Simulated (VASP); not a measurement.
# Ta (I4_1/amd) in VASP: relaxation of cell and atoms with PBE

Aim: the relaxation of cell and atoms of Ta with PBE.

All numbers are computed with VASP 6.6.1; they aren't measurements. Logs are shortened: lines on timing, memory, paths and dates and some standing lists are left out, and cuts for length are marked.

**1. The cell of the first run**

The structure is tetragonal, space group I4_1/amd (No. 141). The conventional cell has a = 4.858 Å, b = 4.858 Å, c = 2.672 Å, α = 90.00°, β = 90.00°, γ = 90.00°. Within 3.3 Å of Ta (site symmetry -4m2) lie 10 Ta at 2.52 to 3.15 Å.

**2. Relaxation of cell and atoms, PBE, target pressure 54 GPa, at which the enthalpy is minimised**

Input file INCAR:

```
SYSTEM = Ta
ALGO = Normal
EDIFF = 1E-6
EDIFFG = -0.005
ENCUT = 600
GGA = PE
IBRION = 2
ISIF = 3
ISMEAR = -1
LASPH = .True.
LCHARG = .False.
LREAL = .False.
LWAVE = .False.
NELM = 100
NSW = 60
PREC = Accurate
PSTRESS = 540.0
SIGMA = 0.08
```

Input file KPOINTS:

```
k-points
0
Gamma
  16 16 16
  0 0 0
```

Input file POSCAR:

```
Ta
1.0
   -2.4290366527      2.4290366527      1.3359701590
    2.4290366527     -2.4290366527      1.3359701590
    2.4290366527      2.4290366527     -1.3359701590
Ta
2
Direct
   -0.3750000000     -0.1250000000     -0.2500000000
    0.3750000000      0.1250000000      0.2500000000
```

Potentials or basis: VASP PAW PBE potentials, release 64 (Ta_pv).

The run is started by

```
$ cat potpaw_PBE.64/Ta_pv/POTCAR > POTCAR
$ mpirun -np 1 vasp_std > vasp.out
```

OUTCAR:

```text
SYSTEM = Ta
   EDIFF = 1E-6
   EDIFFG = -0.005
   ENCUT = 600
   GGA = PE
   IBRION = 2
   ISIF = 3
   ISMEAR = -1
   LASPH = .True.
   LREAL = .False.
   NELM = 100
   NSW = 60
   PREC = Accurate
   PSTRESS = 540.0

 ion  position               nearest neighbor table
   1  0.625  0.875  0.750-   2 2.52   2 2.52   2 2.52   2 2.52   2 3.15   2 3.15   2 3.15   2 3.15

   2  0.375  0.125  0.250-   1 2.52   1 2.52   1 2.52   1 2.52   1 3.15   1 3.15   1 3.15   1 3.15

  LATTYP: Found a body centered tetragonal cell.
 ALAT       =     4.8580733054
 C/A-ratio  =     0.5500000000

  Lattice vectors:

 A1 = (  -2.4290366527,   2.4290366527,   1.3359701590)
 A2 = (   2.4290366527,  -2.4290366527,   1.3359701590)
 A3 = (   2.4290366527,   2.4290366527,  -1.3359701590)

Analysis of symmetry for initial positions (statically):
=====================================================================
 Subroutine PRICEL returns:
 Original cell was already a primitive cell.

 Routine SETGRP: Setting up the symmetry group for a
 body centered tetragonal supercell.

 Subroutine GETGRP returns: Found 16 space group operations
 (whereof  4 operations were pure point group operations)
 out of a pool of 16 trial point group operations.

The static configuration has the point symmetry C_2h.
 The point group associated with its full space group is D_4h.

Analysis of symmetry for dynamics (positions and initial velocities):
=====================================================================
 Subroutine PRICEL returns:
 Original cell was already a primitive cell.

 Routine SETGRP: Setting up the symmetry group for a
 body centered tetragonal supercell.

 Subroutine GETGRP returns: Found 16 space group operations
 (whereof  4 operations were pure point group operations)
 out of a pool of 16 trial point group operations.

The dynamic configuration has the point symmetry C_2h.
 The point group associated with its full space group is D_4h.

 Subroutine INISYM returns: Found 16 space group operations
 (whereof  4 operations are pure point group operations),
 and found     1 'primitive' translations

----------------------------------------------------------------------------------------

                                     Primitive cell

  volume of cell :      31.5301

  direct lattice vectors                    reciprocal lattice vectors
    -2.429036653  2.429036653  1.335970159     0.000000000  0.205842921  0.374259857
     2.429036653 -2.429036653  1.335970159     0.205842921  0.000000000  0.374259857
     2.429036653  2.429036653 -1.335970159     0.205842921  0.205842921  0.000000000

  length of vectors
     3.685818008  3.685818008  3.685818008     0.427132003  0.427132003  0.291105851

  position of ions in fractional coordinates (direct lattice)
     0.625000000  0.875000000  0.750000000
     0.375000000  0.125000000  0.250000000

  ion indices of the primitive-cell ions
   primitive index   ion index
                 1           1
                 2           2

----------------------------------------------------------------------------------------

 KPOINTS: k-points

Automatic generation of k-mesh.
 Grid dimensions read from file:
 generate k-points for:   16   16   16

 Generating k-lattice:

  Cartesian coordinates                     Fractional coordinates (reciprocal lattice)
     0.000000000  0.012865183  0.023391241     0.062500000  0.000000000  0.000000000
     0.012865183  0.000000000  0.023391241     0.000000000  0.062500000  0.000000000
     0.012865183  0.012865183  0.000000000     0.000000000  0.000000000  0.062500000

  Length of vectors
     0.026695750  0.026695750  0.018194116

  Shift w.r.t. Gamma in fractional coordinates (k-lattice)
     0.000000000  0.000000000  0.000000000

 Subroutine IBZKPT returns following result:
 ===========================================

 Found    349 irreducible k-points:

 Following reciprocal coordinates:
            Coordinates               Weight
  0.000000  0.000000  0.000000      1.000000
  0.062500 -0.000000  0.000000      8.000000
  0.125000 -0.000000  0.000000      8.000000
  0.187500  0.000000 -0.000000      8.000000
  0.250000 -0.000000  0.000000      8.000000
  0.312500 -0.000000  0.000000      8.000000
[... 16 lines left out ...]
 -0.125000  0.062500 -0.000000     16.000000
 -0.062500  0.062500  0.000000      4.000000
 [... further k-points ...]
   k-points           NKPTS =    349   k-points in BZ     NKDIM =    349   number of bands    NBANDS=     15
   number of dos      NEDOS =    301   number of ions     NIONS =      2
   total plane-waves  NPLWV =  27000
   dimension x,y,z NGX =    30 NGY =   30 NGZ =   30
   dimension x,y,z NGXF=    60 NGYF=   60 NGZF=   60
   ions per type =               2
   NGX,Y,Z   is equivalent  to a cutoff of  13.53, 13.53, 13.53 a.u.
   NGXF,Y,Z  is equivalent  to a cutoff of  27.06, 27.06, 27.06 a.u.
 SYSTEM =  Ta
   PREC   = accura    normal or accurate (medium, high low for compatibility)
   ISTART =      0    job   : 0-new  1-cont  2-samecut
   ICHARG =      2    charge: 1-file 2-atom 10-const
   ISPIN  =      1    spin polarized calculation?
   LNONCOLLINEAR =      F non collinear calculations
   LSORBIT =      F    spin-orbit coupling
   LASPH  =      T    aspherical Exc in radial PAW
   ENCUT  =  600.0 eV  44.10 Ry    6.64 a.u.   7.36  7.36  7.36*2*pi/ulx,y,z
   NELM   =    100;   NELMIN=  2; NELMDL= -5     # of ELM steps
   EDIFF  = 0.1E-05   stopping-criterion for ELM
   LREAL  =      F    real-space projection
   EDIFFG = -.5E-02   stopping-criterion for IOM
   NSW    =     60    number of steps for IOM
   IBRION =      2    ionic relax: 0-MD 1-quasi-New 2-CG
   NFREE  =      1    steps in history (QN), initial steepest desc. (CG)
   ISIF   =      3    stress and relaxation
   ISYM   =      2    0-nonsym 1-usesym 2-fastsym
   POTIM  = 0.5000    time-step for ionic-motion
   TEBEG  =    0.0;   TEEND  =   0.0 temperature during run
   PSTRESS=  540.0 pullay stress
   NELECT =      22.0000    total number of electrons
   NUPDOWN=      -1.0000    fix difference up-down
   EMIN   =  10.00;   EMAX   =-10.00  energy-range for DOS
   EFERMI =   0.00;   METHOD = LEGACY
   ISMEAR =    -1;   SIGMA  =   0.08  broadening in eV -4-tet -1-fermi 0-gaus
   EFERMI_NEDOS =   21; number of points for ismear=-14 and -15
   IALGO  =     38    algorithm
   IMIX   =      4    mixing-type and parameters
     AMIX     =   0.40;   BMIX     =  1.00
     AMIX_MAG =   1.60;   BMIX_MAG =  1.00
  volume/ion in A,a.u.               =      15.77       106.39
  Fermi-wavevector in a.u.,A,eV,Ry     =   1.452025  2.743929 28.686205  2.108377
  Thomas-Fermi vector in A             =   2.569455
   LORBIT       =      0    0 simple, 1 ext, 2 COOP (PROOUT), +10 PAW based schemes
   GGA     = PE    functional components
   LHFCALC =     F    Hartree Fock is set to
   AEXX    =    0.0000 exact exchange contribution
   IVDW    =     0    specifies the selected vdW correction
   LEPSILON=     F    determine dielectric tensor
   LRPA    =     F    only Hartree local field effects (RPA)
 conjugate gradient relaxation of ions
 non-spin polarized calculation
  energy-cutoff  :      600.00
  volume of cell :       31.53
 maximum number of plane-waves:      1073
 NGX is ok and might be reduce to    30
   NGX = 15   NGY = 15   NGZ = 15

--------------------------------------- Ionic step        1  -------------------------------------------

 number of electron      21.9999999 magnetization

 Free energy of the ion-electron system (eV)
  ---------------------------------------------------
  ext. energy  EPLUGINS =         0.00000000
  ---------------------------------------------------
  free energy    TOTEN  =       -21.00845381 eV

  energy without entropy =      -20.96952843  energy(sigma->0) =      -20.98899112

------------------------ aborting loop because EDIFF is reached ----------------------------------------

  FORCE on cell =-STRESS in cart. coord.  units (eV):
  Direction    XX          YY          ZZ          XY          YZ          ZX
  --------------------------------------------------------------------------------------
  -------------------------------------------------------------------------------------
  Total       11.0664278     11.0664278      9.8475923      0.0000000      0.0000000      0.0000000
  in kB      562.3324566    562.3324566    500.3982230      0.0000000      0.0000000      0.0000000
  external PRESSURE =       1.6877121 kB  Pullay stress =     540.0000000 kB
[... 97 lines left out ...]
  energy  without entropy=      -20.9905295881  energy(sigma->0) =      -21.01009508

  enthalpy is  TOTEN    =       -10.3886754109 eV   P V=       10.6409851631

[... ionic steps 4 to 10 ...]

--------------------------------------- Ionic step       11  -------------------------------------------

 number of electron      22.0000001 magnetization

------------------------ aborting loop because EDIFF is reached ----------------------------------------
[... 71 lines left out ...]
--------------------------------------- Ionic step       13  -------------------------------------------

 number of electron      22.0000001 magnetization

 Free energy of the ion-electron system (eV)
  ---------------------------------------------------
  ext. energy  EPLUGINS =         0.00000000
  ---------------------------------------------------
  free energy    TOTEN  =       -21.02785197 eV

  energy without entropy =      -20.98873587  energy(sigma->0) =      -21.00829392

 E-fermi :   7.1064     XC(G=0): -13.2327

 val. band max:        7.1058059477   @ k =  -0.3750   0.4375   0.1250
 cond. band min:       7.1091010579   @ k =  -0.1875   0.4375   0.1250
 fundamental gap:      0.0032951102
 Fermi energy:         7.1064190900

 k-point     1 :       0.0000    0.0000    0.0000
  band No.  band energies     occupation
      1     -27.7984      2.00000
      2     -27.7984      2.00000
      3     -25.9099      2.00000
      4     -25.8850      2.00000
      5     -25.8576      2.00000
      6     -25.8576      2.00000
      7      -1.6245      2.00000
      8       1.2226      2.00000
      9       3.8759      2.00000
     10       4.2370      2.00000
     11       5.4966      2.00000
     12      10.5891      0.00000
     13      10.5891      0.00000
     14      10.7734      0.00000
[... 401 lines left out ...]
      2     -27.7836      2.00000
      3     -25.9663      2.00000
      4     -25.8833      2.00000
      5     -25.8832      2.00000
      6     -25.8217      2.00000
      7      -1.5377      2.00000
      8       1.2931      2.00000
      9       3.9281      2.00000
     10       4.2030      2.00000
     11       5.4565      2.00000
     12      10.6284      0.00000
     13      10.6630      0.00000
     14      10.8312      0.00000
     15      10.8452      0.00000

 [... further k-points ...]
[... 5 lines left out ...]
  --------------------------------------------------------------------------------------
  -------------------------------------------------------------------------------------
  Total       10.6294205     10.6294205     10.6344750     -0.0000000      0.0000000      0.0000000
  in kB      539.5048307    539.5048307    539.7613770     -0.0000000      0.0000000      0.0000000
  external PRESSURE =      -0.4096538 kB  Pullay stress =     540.0000000 kB
[... 21 lines left out ...]
  energy  without entropy=      -20.9887358714  energy(sigma->0) =      -21.00829392

  enthalpy is  TOTEN    =       -10.3886755746 eV   P V=       10.6391763941

 reached required accuracy - stopping structural energy minimisation
```

Run time: 15 min. Hardware: 1 thread of Intel Xeon Platinum 8259CL at 2.50GHz (Skylake/Cascade Lake), shared host; peak memory 0.32 GiB.

Results:

| Item | Value |
| --- | --- |
| Free energy | -21.0279 eV |
| Relaxed volume | 15.78 Å³/atom |
| Relaxed cell | a = 3.700 Å, b = 3.700 Å, c = 3.700 Å, α = 97.32°, β = 97.32°, γ = 138.17° |
| Space group after relaxing (to 0.05 Å) | I4_1/amd (No. 141) |
| Energy change on relaxing (the enthalpy is what falls) | -9.7 meV/atom |
| Ionic steps | 13 |
| Pressure after relaxing | 54.0 GPa |
| Band gap on the k mesh | zero (band 11 reaches 8.27 eV, above the bottom of band 12 at 6.37 eV) |

Step by step:
| step | energy change (eV) | largest force (eV/Å) | pressure (GPa) | volume (Å³) |
| --- | --- | --- | --- | --- |
| 1 | 0.0000 | 0.0000 | 54.17 | 31.53 |
| 2 | -0.0262 | 0.0000 | 53.88 | 31.60 |
| 3 | -0.0212 | 0.0000 | 53.88 | 31.57 |
| 4 | -0.0217 | 0.0000 | 53.90 | 31.57 |
| 5 | -0.0075 | 0.0000 | 54.34 | 31.53 |
| 6 | -0.0168 | 0.0000 | 54.07 | 31.56 |
| 7 | -0.0176 | 0.0000 | 54.07 | 31.56 |
| 8 | -0.0196 | 0.0000 | 53.97 | 31.57 |
| 9 | -0.0181 | 0.0000 | 54.00 | 31.56 |
| 10 | -0.0178 | 0.0000 | 54.00 | 31.56 |
| 11 | -0.0176 | 0.0000 | 54.02 | 31.56 |
| 12 | -0.0209 | 0.0000 | 53.92 | 31.57 |
| 13 | -0.0194 | 0.0000 | 53.96 | 31.57 |

Final structure:
```xyz
2
Lattice="-2.4443 2.4443 1.3209 2.4443 -2.4443 1.3209 2.4443 2.4443 -1.3209" Properties=species:S:1:pos:R:3 pbc="T T T"
Ta    2.4443    1.2221    0.9907
Ta    0.0000    1.2221    0.3302
```

Caveat: the cell is relaxed towards a set pressure, so the enthalpy falls and the energy may rise; spin-orbit coupling is left out, which moves the levels of the heavy elements.
